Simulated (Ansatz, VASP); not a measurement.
## Ti3Ag in VASP and in Ansatz

```
CELL_PARAMETERS angstrom
4.21473 0.00000 0.00000
0.00000 4.21473 0.00000
0.00000 0.00000 3.97616
ATOMIC_POSITIONS crystal
Ti 0.00000 0.50000 0.50000
Ti 0.50000 0.00000 0.50000
Ti 0.50000 0.50000 0.00000
Ag 0.00000 0.00000 0.00000
```

Change from the starting cell: volume scaled by 1.02, PAW files.

Alike in both runs: task electric field gradients; functional LDA; k mesh 9 × 9 × 9; occupations fermi-dirac, width 0.08 eV; no spin polarisation.

```csv
,VASP,Ansatz
version,VASP 6.6.1,Ansatz 0.2.0
potentials or method,"VASP PAW LDA potentials, release 64 (Ti_sv, Ag)","PAW with Ansatz's default frozen-core files, scalar-relativistic"
plane-wave cutoff (eV),520,420
valence electrons in the cell,47,55
```

|  | VASP | Ansatz | Ansatz less VASP |
| --- | --- | --- | --- |
| pressure (GPa) | -11.5 | -11.6 | -0.11 |
| traceless stress, the component that is largest in VASP (GPa) | 1.40 | 1.41 | +0.006 |
| size of Vzz on the site where it differs most (V/Å²) | 9.8 | 11.8 | +1.96 |

LDA's correlation is that of Perdew and Zunger in VASP and of Perdew and Wang (1992) in Ansatz. VASP's potentials hold 47 valence electrons a cell and Ansatz's 55, so a difference there can come from the potentials and not from the codes.
